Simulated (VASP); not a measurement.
# Ca2SiN2 (P6/mmm) in VASP: notebook, part 2 of 2

VASP 6.6.1. Earlier steps stand in the parts before.

### 3 Single point, PBE

This run uses another cell than the first one, of 27.01 Å³/atom.

Contents of INCAR:

```
ALGO     = Normal         # electronic algorithm
EDIFF    = 1E-6           # SCF threshold, eV
ENCUT    = 600            # plane-wave cutoff, eV
GGA      = PE             # functional
GGA_COMPAT= F            
ISIF     = 2              # what is computed and relaxed
ISMEAR   = 0              # smearing method
LASPH    = T              # aspherical terms in the spheres
LCHARG   = F              # write CHGCAR
LREAL    = F              # projectors in reciprocal space
LWAVE    = F              # write WAVECAR
NBANDS   = 25             # bands
NELM     = 120            # most SCF steps
PREC     = Accurate       # precision mode
SIGMA    = 0.1            # smearing width, eV
```

Contents of KPOINTS:

```
k-points
0
Gamma
  6 6 4
```

Contents of POSCAR:

```
Ca2SiN2
1.0
    5.5081487517      0.0000000000      0.0000000000
   -2.7540743759      4.7701967468      0.0000000000
    0.0000000000      0.0000000000      5.1403990521
Ca Si N
2 1 2
Direct
    0.3333333333      0.6666666667      0.0000000000
    0.6666666667      0.3333333333      0.0000000000
    0.0000000000      0.0000000000      0.0000000000
    0.0000000000      0.0000000000      0.6144974596
    0.0000000000      0.0000000000      0.3855025404
```

Potentials or basis: VASP PAW PBE potentials, release 64 (Ca_sv, Si, N).

Command:

```bash
$ cat potpaw_PBE.64/Ca_sv/POTCAR potpaw_PBE.64/Si/POTCAR potpaw_PBE.64/N/POTCAR > POTCAR
$ mpirun -np 1 vasp_std > vasp.out
```

It took 40 s on 1 thread of Intel Xeon 6975P-C (Granite Rapids), shared host; peak memory 0.34 GiB.

Results (log left out):

| Item | Value |
| --- | --- |
| Free energy | -23.6093 eV |
| Pressure | 0.4 GPa |
| Largest force | 0.549 eV/Å |
| Band gap on the k mesh | zero (bands 17 and 18 overlap by 0.91 eV) |

Forces on the atoms (eV/Å):
```
Ca   0.000  0.000  0.000
Ca   0.000  0.000  0.000
Si   0.000  0.000  0.000
N    0.000  0.000  0.549
N    0.000  0.000 -0.549
```

Stress tensor (GPa, compression positive):
```
0.25 0.00 0.00
0.00 0.25 0.00
0.00 0.00 0.63
```

Levels at points of the mesh, in eV from the Fermi level:
| k point | band 15 | band 16 | band 17 | band 18 | band 19 | band 20 |
| --- | --- | --- | --- | --- | --- | --- |
| (0.00, 0.00, 0.00) | -1.27 | -1.27 | -0.92 | 0.19 | 0.19 | 1.27 |
| (0.50, 0.00, 0.00) | -2.39 | -0.87 | -0.47 | -0.19 | -0.08 | 0.69 |
| (0.00, 0.00, 0.50) | -2.50 | -2.50 | -0.08 | 1.01 | 1.10 | 1.10 |
| (0.50, 0.00, 0.50) | -3.29 | -2.27 | 0.04 | 0.58 | 0.75 | 0.95 |

Caveat: the standard files for N, O and F lose accuracy on very short bonds.

### 4 Relaxation of cell and atoms, PBE

Contents of INCAR:

```
SYSTEM = Ca2SiN2
  PREC = Accurate
  ENCUT = 600
  EDIFF = 1E-7
  ISMEAR = 0
  SIGMA = 0.1
  LREAL = .False.
  LASPH = .True.
  NELM = 120
  ALGO = Normal
  ISIF = 3
  LWAVE = .False.
  LCHARG = .False.
  GGA = PE
  IBRION = 2
  NSW = 90
  EDIFFG = -0.04
  GGA_COMPAT = .False.
  NELMIN = 4
```

Contents of KPOINTS:

```
Automatic mesh
0
Gamma
  6 6 4
  0 0 0
```

Contents of POSCAR:

```
Ca2SiN2
1.0
    4.1881719400      0.0000000000      0.0000000000
   -2.0940859700      3.6270633000      0.0000000000
    0.0000000000      0.0000000000      5.3839851400
Ca Si N
2 1 2
Direct
    0.3333333300      0.6666666700      0.0000000000
    0.6666666700      0.3333333300      0.0000000000
    0.0000000000      0.0000000000      0.0000000000
    0.0000000000      0.0000000000      0.6489046900
    0.0000000000      0.0000000000      0.3510953100
```

Command:

```bash
$ cat potpaw_PBE.64/Ca_sv/POTCAR potpaw_PBE.64/Si/POTCAR potpaw_PBE.64/N/POTCAR > POTCAR
$ mpirun -np 1 vasp_std > vasp.out
```

Wall time 4.5 min (1 thread of Intel Xeon 6975P-C (Granite Rapids), shared host); peak memory 0.27 GiB.

It converged, with:

```yaml
Free_energy: -23.4185 eV
Relaxed_volume: 25.66 Å³/atom
Relaxed_cell: a = 5.385 Å, b = 5.385 Å, c = 5.110 Å, α = 90.00°, β = 90.00°, γ = 120.00°
Space_group_after_relaxing_to_0.1_Å: P6/mmm (No. 191)
Energy_gained_by_relaxing: 1430.2 meV/atom
Ionic_steps: 14
Pressure_after_relaxing: -0.2 GPa
Largest_force_after_relaxing: 0.031 eV/Å
Band_gap_on_the_k_mesh: zero (bands 17 and 18 overlap by 1.03 eV)
```

Forces on the atoms (eV/Å):
```
Ca   0.000  0.000  0.000
Ca   0.000  0.000  0.000
Si   0.000  0.000  0.000
N    0.000  0.000  0.031
N    0.000  0.000 -0.031
```

Step by step:
| step | energy change (eV) | largest force (eV/Å) | pressure (GPa) | volume (Å³) |
| --- | --- | --- | --- | --- |
| 1 | 0.0000 | 2.8916 | 26.00 | 81.79 |
| 2 | -6.4592 | 5.9317 | 10.20 | 111.93 |
| 3 | -6.6971 | 1.0253 | 7.62 | 106.66 |
| 4 | -6.7252 | 0.9986 | 8.13 | 108.54 |
| 5 | -6.5134 | 5.5615 | -4.56 | 129.33 |
| 6 | -6.9283 | 3.0562 | 1.65 | 116.20 |
| 7 | -7.1365 | 0.7122 | -0.16 | 130.42 |
| 8 | -7.1445 | 0.0098 | -0.12 | 127.89 |
| 9 | -7.1444 | 0.0552 | -0.13 | 128.13 |
| 10 | -7.1483 | 0.2857 | -0.44 | 128.52 |
| 11 | -7.1484 | 0.3525 | -0.51 | 128.60 |
| 12 | -7.1505 | 0.0432 | -0.26 | 128.48 |
| 13 | -7.1506 | 0.0647 | -0.18 | 128.45 |
| 14 | -7.1508 | 0.0308 | -0.18 | 128.32 |

Final structure:
```
Ca Si N
1.0
     5.38465    0.00000    0.00000
    -2.69233    4.66325    0.00000
     0.00000    0.00000    5.11046
Ca Si N
2 1 2
Direct
  0.33333 0.66667 0.00000
  0.66667 0.33333 0.00000
  0.00000 0.00000 0.00000
  0.00000 0.00000 0.61694
  0.00000 0.00000 0.38306
```

Levels at points of the mesh, in eV from the Fermi level:
| k point | band 13 | band 14 | band 15 | band 16 | band 17 | band 18 | band 19 | band 20 | band 21 |
| --- | --- | --- | --- | --- | --- | --- | --- | --- | --- |
| (0.00, 0.00, 0.00) | -6.88 | -3.33 | -1.29 | -1.29 | -0.88 | 0.12 | 0.12 | 1.39 | 1.57 |
| (0.50, 0.00, 0.00) | -6.88 | -2.47 | -2.31 | -0.83 | -0.44 | -0.30 | -0.18 | 0.71 | 1.28 |
| (0.00, 0.00, 0.50) | -6.72 | -4.69 | -2.61 | -2.61 | -0.03 | 1.10 | 1.10 | 1.25 | 1.62 |
| (0.50, 0.00, 0.50) | -6.75 | -4.05 | -3.38 | -2.34 | 0.05 | 0.61 | 0.88 | 0.97 | 1.21 |

Caveat: the volume moved by over 15 % at a fixed basis, so the end points are rough.

### 5 Single point, PBE

This run uses another cell than the first one, of 27.46 Å³/atom.

Contents of INCAR:

```
SYSTEM = Ca2SiN2
PREC     = Accurate       ! precision mode
ENCUT    = 600            ! plane-wave cutoff, eV
EDIFF    = 1E-6           ! SCF threshold, eV
ISMEAR   = 0              ! smearing method
SIGMA    = 0.1            ! smearing width, eV
LREAL    = .False.        ! projectors in reciprocal space
LASPH    = .True.         ! aspherical terms in the spheres
NELM     = 120            ! most SCF steps
ALGO     = Normal         ! electronic algorithm
ISIF     = 2              ! what is computed and relaxed
LWAVE    = .False.        ! write WAVECAR
LCHARG   = .False.        ! write CHGCAR
GGA      = PE             ! functional
NBANDS   = 25             ! bands
GGA_COMPAT= .False.
```

Contents of KPOINTS:

```
Automatic mesh
0
Gamma
  12 12 8
  0 0 0
```

Contents of POSCAR:

```
Ca2SiN2
1.0
    5.5671335463      0.0000000000      0.0000000000
   -2.7835667732      4.8212790773      0.0000000000
    0.0000000000      0.0000000000      5.1146769276
Ca Si N
2 1 2
Direct
    0.3333333333      0.6666666667      0.0000000000
    0.6666666667      0.3333333333      0.0000000000
    0.0000000000      0.0000000000      0.0000000000
    0.0000000000      0.0000000000      0.6147247152
    0.0000000000      0.0000000000      0.3852752848
```

Command:

```bash
$ cat potpaw_PBE.64/Ca_sv/POTCAR potpaw_PBE.64/Si/POTCAR potpaw_PBE.64/N/POTCAR > POTCAR
$ mpirun -np 1 vasp_std > vasp.out
```

It took 3.5 min on 1 thread of Intel Xeon 6975P-C (Granite Rapids), shared host; peak memory 0.56 GiB.

Results (log left out):

| Quantity | Value |
| --- | --- |
| Free energy | -23.6260 eV |
| Pressure | 0.2 GPa |
| Largest force | 0.561 eV/Å |
| Band gap on the k mesh | zero (bands 17 and 18 overlap by 0.86 eV) |

Forces in eV/Å, atoms in the order of the input:
```
Ca   0.000  0.000  0.000
Ca   0.000  0.000  0.000
Si   0.000  0.000  0.000
N    0.000  0.000  0.561
N    0.000  0.000 -0.561
```

Stress tensor (GPa, compression positive):
```
0.03 0.00 0.00
0.00 0.03 0.00
0.00 0.00 0.60
```

Levels at points of the mesh, in eV from the Fermi level:
| k point | band 14 | band 15 | band 16 | band 17 | band 18 | band 19 | band 20 | band 21 |
| --- | --- | --- | --- | --- | --- | --- | --- | --- |
| (0.00, 0.00, 0.00) | -3.43 | -1.27 | -1.27 | -0.94 | 0.15 | 0.15 | 1.19 | 1.19 |
| (0.50, 0.00, 0.00) | -2.61 | -2.41 | -0.89 | -0.53 | -0.19 | -0.10 | 0.64 | 1.10 |
| (0.00, 0.00, 0.50) | -4.66 | -2.53 | -2.53 | -0.12 | 0.92 | 1.07 | 1.07 | 1.44 |
| (0.50, 0.00, 0.50) | -4.10 | -3.30 | -2.31 | 0.01 | 0.54 | 0.69 | 0.92 | 1.13 |

Caveat: the standard files for N, O and F lose accuracy on very short bonds.

### 6 Overview

| task | cell | k mesh | gap on the mesh (eV) | pressure (GPa) | largest force (eV/Å) |
| --- | --- | --- | --- | --- | --- |
| single point | a = 4.188, b = 4.188, c = 5.384 Å, angles 90.0, 90.0, 120.0°, 5 atoms, atomic positions A | 6 × 6 × 4 | none | 26.0 | 2.89 |
| single point | a = 5.508, b = 5.508, c = 5.140 Å, angles 90.0, 90.0, 120.0°, 5 atoms, atomic positions B | 6 × 6 × 4 | none | 0.4 | 0.55 |
| relaxation of cell and atoms | relaxed from a = 4.188, b = 4.188, c = 5.384 Å, angles 90.0, 90.0, 120.0°, 5 atoms, atomic positions A | 6 × 6 × 4 | none | -0.2 | 0.03 |
| single point | a = 5.567, b = 5.567, c = 5.115 Å, angles 90.0, 90.0, 120.0°, 5 atoms, atomic positions B | 12 × 12 × 8 | none | 0.2 | 0.56 |

Alike in all rows: level PBE; potentials or basis VASP PAW PBE potentials, release 64 (Ca_sv, Si, N); no spin polarisation; cutoff (eV) 600; smearing gaussian 0.1 eV.

Caveats: the standard files for N, O and F lose accuracy on very short bonds (at least some runs); the cell stands under pressure (at least some runs); forces of over 1 eV/Å act on the atoms, so gaps and moduli don't describe the material at rest (at least some runs); the volume moved by over 15 % at a fixed basis, so the end points are rough (at least some runs).

Absolute energies hang on the potentials; compare differences alone.
